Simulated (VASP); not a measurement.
Write the native input for VASP 6.6.1 that does the following.

```yaml
Task: single point
Functional: PBEsol
Potentials_or_basis: VASP PAW PBE potentials, release 64 (Ti_sv, Nb_sv)
Cutoff: 520 eV
k_mesh: 6 × 6 × 6
Occupations: methfessel-paxton, width 0.1 eV
Spin: no spin polarisation
Dipole_correction: no
Further_INCAR_settings: ALGO = Normal; EDIFF = 1e-06; NBANDS = 32
```

The structure of Ti3Nb lies in POSCAR:

```
Ti3Nb
1.0
    4.2277129766      0.0000000000      0.0000000000
    0.0000000000      4.2277129766      0.0000000000
    0.0000000000      0.0000000000      4.2277129766
Ti Nb
3 1
Direct
    0.0000000000      0.5000000000      0.5000000000
    0.5000000000      0.0000000000      0.5000000000
    0.5000000000      0.5000000000      0.0000000000
    0.0000000000      0.0000000000      0.0000000000
```

The input as run:

INCAR

```
PREC = Accurate ; ENCUT = 520
EDIFF = 1E-6 ; ISMEAR = 1
SIGMA = 0.1 ; LREAL = F
LASPH = T ; NELM = 80
ALGO = Normal ; ISIF = 2
LWAVE = F ; LCHARG = T
GGA = PS ; LELF = T
LVHAR = T ; NBANDS = 32
```

KPOINTS

```
Automatic mesh
0
Gamma
  6 6 6
```

Potentials or basis: VASP PAW PBE potentials, release 64 (Ti_sv, Nb_sv).

Command:

```console
$ cat potpaw_PBE.64/Ti_sv/POTCAR potpaw_PBE.64/Nb_sv/POTCAR > POTCAR
$ mpirun -np 1 vasp_std > vasp.out
```

Results of the run:

| Quantity | Value |
| --- | --- |
| Pressure | -12.1 GPa |

Caveat: the PAW data sets were made with another functional, which shifts forces and pressure a little.

Wall time 25 s on 1 thread of Intel(R) Xeon(R) 6975P-C (Granite Rapids), with other jobs on the host, peak memory 0.19 GiB.
